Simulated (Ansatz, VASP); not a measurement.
TaVN2: VASP beside Ansatz

```
Ta V N
1.0
     2.98761    0.00000    0.00000
     0.00000    2.98761    0.00000
     0.00000    0.00000    4.20836
Ta V N
1 1 2
Direct
  0.00000 0.00000 0.00000
  0.50000 0.50000 0.50000
  0.50000 0.50000 0.00000
  0.00000 0.00000 0.50000
```

Alike in both runs: task single point; functional PBE; k mesh 9 × 9 × 6; occupations fermi-dirac, width 0.05 eV; collinear spin.

|  | VASP | Ansatz |
| --- | --- | --- |
| version | VASP 6.6.1 | Ansatz 0.2.0 |
| potentials or method | VASP PAW PBE potentials, release 64 (Ta_pv, V_sv, N) | Ansatz PAW |
| plane-wave cutoff (eV) | 520 | 420 |
| valence electrons in the cell | 34 | 36 |

|  | VASP | Ansatz | Ansatz less VASP |
| --- | --- | --- | --- |
| gap on the k mesh at the Fermi level (eV) | none | none | - |
| pressure (GPa) | 19.5 | 19.9 | +0.36 |
| traceless stress, the component that is largest in VASP (GPa) | -1.63 | -0.81 | +0.812 |
| net moment per atom (μB) | 0.00 | 0.20 | +0.201 |
| size of the moment on the site where the two differ most (μB) | 0.00 | 0.65 | +0.650 |

The net moments are unlike, so the other rows may belong to different states. Site moments also hang on the region over which each program counts them. A gap of «none» marks a metal or a gap that the smearing closes. VASP's potentials hold 34 valence electrons a cell and Ansatz's 36, so a difference there can come from the potentials and not from the codes.

Spin-orbit coupling is off throughout.
